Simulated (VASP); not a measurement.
# C17O in VASP: further runs

C17O is run at these levels: PBE+D3(BJ); tasks: single point.

All numbers are computed with VASP 6.6.1; they aren't measurements. Logs are shortened: lines on timing, memory, paths and dates and some standing lists are left out, and cuts for length are marked.

## (1) The cell of the first run

The cell holds a slab with vacuum, 18 atoms: a = 4.930 Å, b = 4.413 Å, c = 23.665 Å, α = 90.00°, β = 90.00°, γ = 90.11°.

## (2) Single point, PBE+D3(BJ)

The input, INCAR:

```
SYSTEM = C17O
  ALGO = Normal
  DIPOL = 0.5 0.5 0.313
  EDIFF = 1E-6
  ENCUT = 520
  GGA = PE
  IDIPOL = 3
  ISIF = 2
  ISMEAR = 0
  IVDW = 12
  LASPH = .True.
  LCHARG = .True.
  LDIPOL = .True.
  LELF = .True.
  LREAL = Auto
  LVACPOTAV = .True.
  LVHAR = .True.
  LWAVE = .False.
  NBANDS = 52
  NELM = 100
  PREC = Accurate
  SIGMA = 0.05
```

The input, KPOINTS:

```
k-points
0
Gamma
  6 6 1
  0 0 0
```

The input, POSCAR:

```
C17O
1.0
    4.9298867130      0.0000000000      0.0000000000
   -0.0081547558      4.4132984516      0.0000000000
    0.0000000000      0.0000000000     23.6650337471
C O
17 1
Direct
    0.3745684085      0.7405378974      0.1690257467
    0.8745684085      0.7405378974      0.1690257467
    0.1243974091      0.6365956441      0.1920114160
    0.6243974091      0.6365956441      0.1920114160
    0.1240513173      0.4291046681      0.2380452569
    0.6240513173      0.4291046681      0.2380452569
    0.3738803179      0.3251624149      0.2610309261
    0.8738803179      0.3251624149      0.2610309261
    0.3735338584      0.1126520408      0.3070664644
    0.8735338584      0.1126520408      0.3070664644
    0.1233638388      0.0072945126      0.3289983678
    0.6233638388      0.0072945126      0.3289983678
    0.1229920122      0.7810454900      0.3748118563
    0.6229920122      0.7810454900      0.3748118563
    0.3728273188      0.6826774530      0.3936201337
    0.8728273188      0.6826774530      0.3936201337
    0.4978273188      1.1826774530      0.5774356332
    0.4978273188      1.1826774530      0.5288407310
```

Potentials or basis: VASP PAW PBE potentials, release 64 (C, O).

On the command line:

```
cat potpaw_PBE.64/C/POTCAR potpaw_PBE.64/O/POTCAR > POTCAR
mpirun -np 1 vasp_std > vasp.out
```

OUTCAR:

```text
SYSTEM = C17O
   EDIFF = 1E-6
   ENCUT = 520
   GGA = PE
   ISIF = 2
   ISMEAR = 0
   IVDW = 12
   LASPH = .True.
   LREAL = Auto
   NELM = 100
   PREC = Accurate
 IVDW          = 12

 ion  position               nearest neighbor table
   1  0.375  0.741  0.169-   3 1.42   4 1.42
   2  0.875  0.741  0.169-   4 1.42   3 1.42
   3  0.124  0.637  0.192-   1 1.42   5 1.42   2 1.42
   4  0.624  0.637  0.192-   2 1.42   6 1.42   1 1.42
   5  0.124  0.429  0.238-   8 1.42   7 1.42   3 1.42
   6  0.624  0.429  0.238-   7 1.42   8 1.42   4 1.42
   7  0.374  0.325  0.261-   6 1.42   5 1.42   9 1.44
   8  0.874  0.325  0.261-   5 1.42   6 1.42  10 1.44
   9  0.374  0.113  0.307-  11 1.42  12 1.42   7 1.44
  10  0.874  0.113  0.307-  12 1.42  11 1.42   8 1.44
  11  0.123  0.007  0.329-   9 1.42  10 1.42  13 1.47
  12  0.623  0.007  0.329-  10 1.42   9 1.42  14 1.47
  13  0.123  0.781  0.375-  15 1.38  16 1.38  11 1.47
  14  0.623  0.781  0.375-  16 1.38  15 1.38  12 1.47
  15  0.373  0.683  0.394-  13 1.38  14 1.38
  16  0.873  0.683  0.394-  14 1.38  13 1.38
  17  0.498  0.183  0.577-  18 1.15
  18  0.498  0.183  0.529-  17 1.15

  Warning from LATTYP: Monoclinic adjustment (A1->A3, A2->A1, A3->A2)!
  LATTYP: Found a simple monoclinic cell.
 ALAT       =     4.4133059856
 B/A-ratio  =     5.3622009949
 C/A-ratio  =     1.1170507391
 COS(beta)  =    -0.0018477658

  Lattice vectors:

 A1 = (  -0.0081547558,   4.4132984516,   0.0000000000)
 A2 = (   0.0000000000,   0.0000000000,  23.6650337471)
 A3 = (   4.9298867130,   0.0000000000,   0.0000000000)

Analysis of symmetry for initial positions (statically):
=====================================================================
 Subroutine PRICEL returns:
 Original cell was already a primitive cell.

 Routine SETGRP: Setting up the symmetry group for a
 simple monoclinic supercell.

 Subroutine GETGRP returns: Found  1 space group operations
 (whereof  1 operations were pure point group operations)
 out of a pool of  4 trial point group operations.

The static configuration has the point symmetry C_1 .

Analysis of symmetry for dynamics (positions and initial velocities):
=====================================================================
 Subroutine PRICEL returns:
 Original cell was already a primitive cell.

 Routine SETGRP: Setting up the symmetry group for a
 simple monoclinic supercell.

 Subroutine GETGRP returns: Found  1 space group operations
 (whereof  1 operations were pure point group operations)
 out of a pool of  4 trial point group operations.

[... 139 lines left out ...]
   NUPDOWN=      -1.0000    fix difference up-down
   EMIN   =  10.00;   EMAX   =-10.00  energy-range for DOS
   EFERMI =   0.00;   METHOD = LEGACY
   ISMEAR =     0;   SIGMA  =   0.05  broadening in eV -4-tet -1-fermi 0-gaus
   EFERMI_NEDOS =   21; number of points for ismear=-14 and -15
   IALGO  =     38    algorithm
   IMIX   =      4    mixing-type and parameters
     AMIX     =   0.40;   BMIX     =  1.00
     AMIX_MAG =   1.60;   BMIX_MAG =  1.00
  volume/ion in A,a.u.               =      28.60       193.03
  Fermi-wavevector in a.u.,A,eV,Ry     =   0.857531  1.620498 10.005162  0.735359
  Thomas-Fermi vector in A             =   1.974598
   LORBIT       =      0    0 simple, 1 ext, 2 COOP (PROOUT), +10 PAW based schemes
   GGA     = PE    functional components
   LHFCALC =     F    Hartree Fock is set to
   AEXX    =    0.0000 exact exchange contribution
   IVDW    =    12    specifies the selected vdW correction
   LEPSILON=     F    determine dielectric tensor
   LRPA    =     F    only Hartree local field effects (RPA)
 non-spin polarized calculation
 Gauss-broadening in eV      SIGMA  =   0.05
  energy-cutoff  :      520.00
  volume of cell :      514.88
 maximum number of plane-waves:     13916
 NGX is ok and might be reduce to    40
   NGX = 19   NGY = 17   NGZ = 89

 dipolmoment           0.000000      0.000000      0.003319 electrons x Angstroem

 number of electron      74.0000002 magnetization

 dipolmoment           0.000000      0.000000     -0.039815 electrons x Angstroem

 Free energy of the ion-electron system (eV)
  ---------------------------------------------------
  ext. energy  EPLUGINS =         0.00000000
  ---------------------------------------------------
  free energy    TOTEN  =      -149.18280392 eV

  energy without entropy =     -149.15976655  energy(sigma->0) =     -149.17128524

 E-fermi :  -2.9232     XC(G=0):  -4.2265

 val. band max:       -2.9239976532   @ k =   0.5000   0.1667   0.0000
 cond. band min:      -2.9105744629   @ k =  -0.1667   0.3333   0.0000
 fundamental gap:      0.0134231903
 Fermi energy:        -2.9232092942

 k-point     1 :       0.0000    0.0000    0.0000
  band No.  band energies     occupation
      1     -26.4409      2.00000
      2     -21.9662      2.00000
      3     -20.8340      2.00000
      4     -19.1931      2.00000
      5     -17.7115      2.00000
      6     -17.6810      2.00000
[... 1029 lines left out ...]
     48       4.3858      0.00000
     49       4.6775      0.00000
 [bands above 49 left out]

------------------------ aborting loop because EDIFF is reached ----------------------------------------

 Edisp (eV)   -1.93843

 E8    (eV) :    -0.5691

  FORCE on cell =-STRESS in cart. coord.  units (eV):
  Direction    XX          YY          ZZ          XY          YZ          ZX
  --------------------------------------------------------------------------------------
  -------------------------------------------------------------------------------------
  Total       2.55129    -0.11852    -1.19223    -0.00393    -0.26359     0.01656
  in kB       7.93894    -0.36879    -3.70990    -0.01222    -0.82022     0.05153
  external pressure =        1.29 kB  Pullay stress =        0.00 kB

 VOLUME and BASIS-vectors are now :
 -----------------------------------------------------------------------------
  energy-cutoff  :      520.00
  volume of cell :      514.88
      direct lattice vectors                 reciprocal lattice vectors
     4.929886713  0.000000000  0.000000000     0.202844418  0.000374810  0.000000000
    -0.008154756  4.413298452  0.000000000     0.000000000  0.226587894  0.000000000
     0.000000000  0.000000000 23.665033747     0.000000000  0.000000000  0.042256437

 POSITION                                       TOTAL-FORCE (eV/Angst)
 -----------------------------------------------------------------------------------
      1.84054      3.26821      4.00000        -0.001288     -1.162132      1.520271
      4.30548      3.26821      4.00000         0.001333     -1.161383      1.520146
      0.60807      2.80949      4.54396        -0.003698      1.858992     -2.296867
      3.07302      2.80949      4.54396        -0.003166      1.860829     -2.299014
      0.60806      1.89377      5.63335         0.003221     -0.844725      0.994156
      3.07300      1.89377      5.63335         0.003418     -0.844913      0.994039
[... 10 lines left out ...]
      2.45274      0.80621     13.66503         0.003437      0.004739     -0.744812
      2.45274      0.80621     12.51503         0.001859     -0.005869      0.690209
 -----------------------------------------------------------------------------------
    total drift:                               -0.000547     -0.002017      0.006757

  FREE ENERGIE OF THE ION-ELECTRON SYSTEM (eV)
  ---------------------------------------------------
  free  energy   TOTEN  =      -151.1212341329 eV

  energy  without entropy=     -151.0981967572  energy(sigma->0) =     -151.10971545

 vacuum level on the upper side and lower side of the slab         3.086         3.417
```

It took 18 min on 1 thread of Intel Xeon Platinum 8259CL at 2.50GHz (Skylake/Cascade Lake), shared host; peak memory 0.72 GiB.

Results:

| Property | Result |
| --- | --- |
| Free energy | -151.1212 eV |
| Largest force | 2.958 eV/Å |
| Band gap on the k mesh | zero (bands 37 and 38 overlap by 0.03 eV) |
| Dispersion energy per atom | -0.108 eV |

Forces in eV/Å, atoms in the order of the input:
```
C   -0.001 -1.162  1.520
C    0.001 -1.161  1.520
C   -0.004  1.859 -2.297
C   -0.003  1.861 -2.299
C    0.003 -0.845  0.994
C    0.003 -0.845  0.994
C    0.000  0.158 -0.218
C    0.000  0.158 -0.218
C   -0.001 -0.026  0.009
C    0.005 -0.028  0.010
C    0.005  0.040 -0.036
C   -0.001  0.035 -0.030
C   -0.009 -0.014  0.029
C   -0.009 -0.034  0.050
C   -0.004  0.012  0.003
C    0.009 -0.007  0.023
C    0.003  0.005 -0.745
O    0.002 -0.006  0.690
```

## (3) Single point, PBE+D3(BJ)

The input, INCAR:

```
SYSTEM = C17O
PREC = Accurate
ENCUT = 520
EDIFF = 1E-7
ISMEAR = 0
SIGMA = 0.05
LREAL = Auto
LASPH = .TRUE.
NELM = 80
ALGO = Normal
ISIF = 2
LWAVE = .FALSE.
LCHARG = .TRUE.
LDIPOL = .TRUE.
IDIPOL = 3
DIPOL = 0.5 0.5 0.313
GGA = PE
IVDW = 12
LELF = .TRUE.
LVHAR = .TRUE.
LVACPOTAV = .TRUE.
NBANDS = 52
```

The input, KPOINTS:

```
regular mesh
0
G
  6 6 1
  0 0 0
```

POSCAR, as its differences from that of step 2:

```diff
@@ -24,3 +24,3 @@
     0.8728273188      0.6826774530      0.3936201337
-    0.4978273188      1.1826774530      0.5774356332
-    0.4978273188      1.1826774530      0.5288407310
+    0.7478273188      0.6826774530      0.5774356332
+    0.7478273188      0.6826774530      0.5288407310
```

Potentials or basis: VASP PAW PBE potentials, release 64 (C, O).

On the command line:

```
cat potpaw_PBE.64/C/POTCAR potpaw_PBE.64/O/POTCAR > POTCAR
mpirun -np 1 vasp_std > vasp.out
```

It took 21 min on 1 thread of Intel Xeon Platinum 8488C (Sapphire Rapids), shared host; peak memory 0.73 GiB.

It converged, with:

```
Free energy                : -151.1157 eV
Largest force              : 2.961 eV/Å
Band gap on the k mesh     : zero (bands 37 and 38 overlap by 0.04 eV)
Dispersion energy per atom : -0.108 eV
```

Forces in eV/Å, atoms in the order of the input:
```
C   -0.003 -1.161  1.522
C    0.003 -1.164  1.521
C   -0.003  1.857 -2.296
C   -0.004  1.863 -2.302
C    0.003 -0.844  0.994
C    0.003 -0.846  0.993
C    0.001  0.159 -0.218
C   -0.001  0.161 -0.216
C   -0.008 -0.032  0.011
C    0.012 -0.026  0.008
C   -0.008  0.045 -0.044
C    0.012  0.029 -0.031
C   -0.007  0.010  0.011
C   -0.012 -0.054  0.085
C   -0.026 -0.015  0.047
C    0.044  0.016 -0.065
C    0.008 -0.002 -0.735
O   -0.015  0.006  0.716
```

Levels at points of the mesh, in eV from the Fermi level:
```
           k point  band 33  band 34  band 35  band 36  band 37  band 38  band 39  band 40  band 41  band 42
(0.00, 0.00, 0.00)    -2.10    -1.71    -0.56    -0.31    -0.09     0.28     0.56     1.06     1.80     2.15
(0.50, 0.00, 0.00)    -3.45    -1.83    -1.83    -0.17    -0.16    -0.01    -0.01     2.63     2.63     3.13
(0.00, 0.50, 0.00)    -2.27    -1.89    -0.54    -0.31    -0.02     0.37     0.43     1.00     2.55     3.01
(0.50, 0.50, 0.00)    -2.56    -0.99    -0.99    -0.11    -0.10     0.02     0.03     2.24     2.25     3.16
```

## (4) Single point, PBE+D3(BJ)

The input, INCAR:

```
  PREC = Accurate
  ENCUT = 520
  EDIFF = 1E-6
  ISMEAR = 0
  SIGMA = 0.05
  LREAL = Auto
  LASPH = T
  NELM = 80
  ALGO = Normal
  ISIF = 2
  LWAVE = F
  LCHARG = F
  LDIPOL = T
  IDIPOL = 3
  DIPOL = 0.5 0.5 0.313
  GGA = PE
  IVDW = 12
  NBANDS = 52
```

The input, KPOINTS:

```
Automatic mesh
0
Gamma
  6 6 1
```

POSCAR, as its differences from that of step 3:

```diff
@@ -24,3 +24,3 @@
     0.8728273188      0.6826774530      0.3936201337
-    0.7478273188      0.6826774530      0.5774356332
-    0.7478273188      0.6826774530      0.5288407310
+    0.7478273188      1.1826774530      0.5774356332
+    0.7478273188      1.1826774530      0.5288407310
```

On the command line:

```
cat potpaw_PBE.64/C/POTCAR potpaw_PBE.64/O/POTCAR > POTCAR
mpirun -np 1 vasp_std > vasp.out
```

It took 18 min on 1 thread of Intel Xeon Platinum 8488C (Sapphire Rapids), shared host; peak memory 0.73 GiB.

Results (log left out):

- Free energy: -151.1212 eV
- Largest force: 2.958 eV/Å
- Band gap on the k mesh: zero (bands 37 and 38 overlap by 0.03 eV)
- Dispersion energy per atom: -0.108 eV

Forces in eV/Å, atoms in the order of the input:
```
C   -0.001 -1.161  1.520
C    0.001 -1.162  1.520
C   -0.003  1.859 -2.297
C   -0.004  1.861 -2.299
C    0.003 -0.845  0.994
C    0.003 -0.845  0.994
C    0.000  0.158 -0.218
C    0.000  0.158 -0.218
C   -0.001 -0.028  0.010
C    0.005 -0.026  0.009
C   -0.001  0.040 -0.036
C    0.005  0.035 -0.030
C   -0.010 -0.014  0.029
C   -0.010 -0.034  0.050
C   -0.002 -0.007  0.023
C    0.011  0.012  0.003
C    0.004  0.005 -0.745
O   -0.002 -0.006  0.690
```

Levels at points of the mesh, in eV from the Fermi level:
```csv
k point,band 34,band 35,band 36,band 37,band 38,band 39,band 40,band 41
"(0.00, 0.00, 0.00)",-1.70,-0.55,-0.31,-0.09,0.28,0.57,1.06,1.81
"(0.50, 0.00, 0.00)",-1.83,-1.83,-0.16,-0.16,-0.01,-0.01,2.63,2.63
"(0.00, 0.50, 0.00)",-1.89,-0.53,-0.31,-0.03,0.37,0.44,1.00,2.56
"(0.50, 0.50, 0.00)",-0.99,-0.99,-0.10,-0.10,0.03,0.03,2.25,2.25
```

## (5) The runs side by side

```tsv
cell	gap on the mesh (eV)	largest force (eV/Å)
as given, atomic positions A	none	2.96
as given, atomic positions B	none	2.96
as given, atomic positions C	none	2.96
```

Alike in all rows: task single point; level PBE+D3(BJ); potentials or basis VASP PAW PBE potentials, release 64 (C, O); no spin polarisation; k mesh 6 × 6 × 1; cutoff (eV) 520; smearing gaussian 0.05 eV.

Absolute energies hang on the potentials; compare differences alone.
